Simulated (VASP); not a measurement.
Input of a VASP 6.6.1 run:

The input INCAR:

```
SYSTEM = SiC
  ALGO = Normal
  EDIFF = 1E-6
  EDIFFG = -0.02
  ENCUT = 520
  GGA = PE
  IBRION = 2
  ISIF = 2
  ISMEAR = -1
  LASPH = .TRUE.
  LCHARG = .FALSE.
  LREAL = .FALSE.
  LWAVE = .FALSE.
  NELM = 80
  NSW = 80
  PREC = Accurate
  SIGMA = 0.02
```

KPOINTS

```
k-points
0
G
  10 10 2
  0 0 0
```

The input POSCAR:

```
SiC
1.0
    3.0950000000      0.0000000000      0.0000000000
   -1.5475000000      2.6803486247      0.0000000000
    0.0000000000      0.0000000000     15.1700000000
Si C
6 6
Direct
    0.0000000000      0.0000000000      0.1250000000
    0.0000000000      0.0000000000      0.6250000000
    0.3333333333      0.6666666667      0.2917000000
    0.6666666667      0.3333333333      0.7917000000
    0.3333333333      0.6666666667      0.9583000000
    0.6666666667      0.3333333333      0.4583000000
    0.0000000000      0.0000000000      0.0000000000
    0.0000000000      0.0000000000      0.5000000000
    0.3333333333      0.6666666667      0.1667000000
    0.6666666667      0.3333333333      0.6667000000
    0.3333333333      0.6666666667      0.8333000000
    0.6666666667      0.3333333333      0.3333000000
```

Potentials or basis: VASP PAW PBE potentials, release 64 (Si, C).

The run is started by

```console
$ cat potpaw_PBE.64/Si/POTCAR potpaw_PBE.64/C/POTCAR > POTCAR
$ mpirun -np 1 vasp_std > vasp.out
```

(1) Estimate the energy gained by relaxing.

(2) Predict the band gap on the k mesh.

## Answers

(1) 0.1 meV/atom.

(2) 2.03 eV, indirect (least direct gap 3.13 eV).
